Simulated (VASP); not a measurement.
Write the native input for VASP 6.6.1 that does the following.

* Task: single point
* Functional: PBE
* Potentials or basis: VASP PAW PBE potentials, release 64 (Mg, Te, Se)
* Cutoff: 520 eV
* k mesh: 3 × 3 × 3
* Occupations: gaussian, width 0.1 eV
* Spin: no spin polarisation
* Dipole correction: no
* Further INCAR settings: ALGO = Normal; EDIFF = 1e-06; NBANDS = 21

The structure of MgTeSe3 lies in POSCAR:

```
MgTeSe3
1.0
    3.7798127599      2.1822759144      3.5816823381
   -3.7798127599      2.1822759144      3.5816823381
    0.0000000000     -4.3645518289      3.5816823381
Mg Te Se
1 1 3
Direct
   -0.1347559573     -0.1347559573     -0.1347559573
    0.5168781993      0.5168781993      0.5168781993
    0.5685148113      0.5685148113      0.0588481355
    0.5685148113      0.0588481355      0.5685148113
    0.0588481355      0.5685148113      0.5685148113
```

One way to write it, as run:

INCAR

```
SYSTEM = MgTeSe3
  PREC = Accurate
  ENCUT = 520
  EDIFF = 1E-6
  ISMEAR = 0
  SIGMA = 0.1
  LREAL = .False.
  LASPH = .True.
  NELM = 100
  ALGO = Normal
  ISIF = 2
  LWAVE = .False.
  LCHARG = .True.
  GGA = PE
  LELF = .True.
  LVHAR = .True.
  NBANDS = 21
```

KPOINTS

```
Automatic mesh
0
Gamma
  3 3 3
  0 0 0
```

Potentials or basis: VASP PAW PBE potentials, release 64 (Mg, Te, Se).

Run with:

```console
$ cat potpaw_PBE.64/Mg/POTCAR potpaw_PBE.64/Te/POTCAR potpaw_PBE.64/Se/POTCAR > POTCAR
$ mpirun -np 1 vasp_std > vasp.out
```

Results of the run:

```
Pressure               : 0.0 GPa
Largest force          : 0.045 eV/Å
Band gap on the k mesh : 0.96 eV, direct
```

Caveat: spin-orbit coupling is left out, which moves the levels of the heavy elements.

It took 29 s on 1 thread of Intel(R) Xeon(R) Platinum 8488C (Sapphire Rapids), with other jobs on the host, peak memory 0.25 GiB.
